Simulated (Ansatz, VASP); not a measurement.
## MnPt2 in VASP and in Ansatz

```xyz
3
Lattice="2.8584 0.0000 0.0000 -1.4292 2.4755 0.0000 0.0000 0.0000 6.5325" Properties=species:S:1:pos:R:3 pbc="T T T"
Pt    1.4292    0.8252    2.0656
Pt    0.0000    1.6503    4.4669
Mn    0.0000    0.0000    0.0000
```

Alike in both runs: task single point; functional LDA; k mesh 11 × 11 × 4; occupations fermi-dirac, width 0.05 eV; collinear spin.

|  | VASP | Ansatz |
| --- | --- | --- |
| version | VASP 6.6.1 | Ansatz 0.2.0 |
| potentials or method | VASP PAW LDA potentials, release 64 (Pt, Mn_pv), cutoff 520 eV | all-electron LAPW, scalar-relativistic |

VASP gave:

* gap on the k mesh at the Fermi level (eV): none
* pressure (GPa): -16.1
* traceless stress, the component that is largest in VASP (GPa): 2.09
* rms of the force components (eV/Å): 0.047
* net moment per atom (μB): 1.39
* size of the moment on the site where the two differ most (μB): 3.49

Which values does Ansatz return?

gap on the k mesh at the Fermi level (eV): none; pressure (GPa): -15.7; traceless stress, the component that is largest in VASP (GPa): 1.92; rms of the force components (eV/Å): 0.040; net moment per atom (μB): 1.43; size of the moment on the site where the two differ most (μB): 3.62.

LDA's correlation is that of Perdew and Zunger in VASP and of Perdew and Wang (1992) in Ansatz. Site moments also hang on the region over which each program counts them. Atom by atom the forces differ by 0.006 eV/Å (rms over components). A gap of «none» marks a metal or a gap that the smearing closes. Ansatz ran all-electron here, and VASP with PAW potentials.

Spin-orbit coupling is off throughout.
